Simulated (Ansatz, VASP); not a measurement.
# CaS in VASP and in Ansatz

File INCAR:

```
PREC = Accurate
ENCUT = 500
EDIFF = 1E-6
ISMEAR = 0
SIGMA = 0.05
LREAL = False
LASPH = True
NELM = 120
ALGO = Normal
ISIF = 2
LWAVE = False
LCHARG = False
GGA = B5
ALDAX = 1.0
AGGAX = 1.0
AGGAC = 1.0
ALDAC = 0.0
NBANDS = 15
GGA_COMPAT = False
```

Contents of KPOINTS:

```
regular mesh
0
Gamma
  8 8 8
```

The input POSCAR:

```
CaS
1.0
    0.0000000000      2.8533847231      2.8533847231
    2.8533847231      0.0000000000      2.8533847231
    2.8533847231      2.8533847231      0.0000000000
Ca S
1 1
Direct
    0.5000000000      0.5000000000      0.5000000000
    0.0000000000      0.0000000000      0.0000000000
```

Input for Ansatz:

```yaml
crystal:
  lattice:
    - [0.0, 2.8533847231, 2.8533847231]
    - [2.8533847231, 0.0, 2.8533847231]
    - [2.8533847231, 2.8533847231, 0.0]
  atoms:
    - { symbol: Ca, position: [0.5, 0.5, 0.5] }
    - { symbol: S, position: [0.0, 0.0, 0.0] }
basis:
  ecutwfc: 420
  ecutrho_ratio: 4
kpoints:
  mp_grid: { grid: [8, 8, 8] }
hamiltonian:
  xc: blyp
scf:
  occupations: { method: gaussian, width: 0.05 }
output:
  forces: true
  stress: true
  eigenvalues: true
```

Alike in both runs: task single point; functional BLYP; k mesh 8 × 8 × 8; occupations gaussian, width 0.05 eV; no spin polarisation.

|  | VASP | Ansatz |
| --- | --- | --- |
| version | VASP 6.6.1 | Ansatz 0.2.0 |
| potentials or method | VASP PAW PBE potentials, release 64 (Ca_sv, S), cutoff 500 eV | scalar-relativistic, plane waves, PAW |
| valence electrons in the cell | 16 | 16 |

VASP gave:

```
gap on the k mesh at the Fermi level (eV) : 2.46
least direct gap on the mesh (eV)         : 3.24
pressure (GPa)                            : 2.5
```

**Question.** What did Ansatz give for the same quantities?

**Answer.** gap on the k mesh at the Fermi level (eV): 2.47; least direct gap on the mesh (eV): 3.25; pressure (GPa): 2.3.

VASP's potentials were made for PBE, not for BLYP.
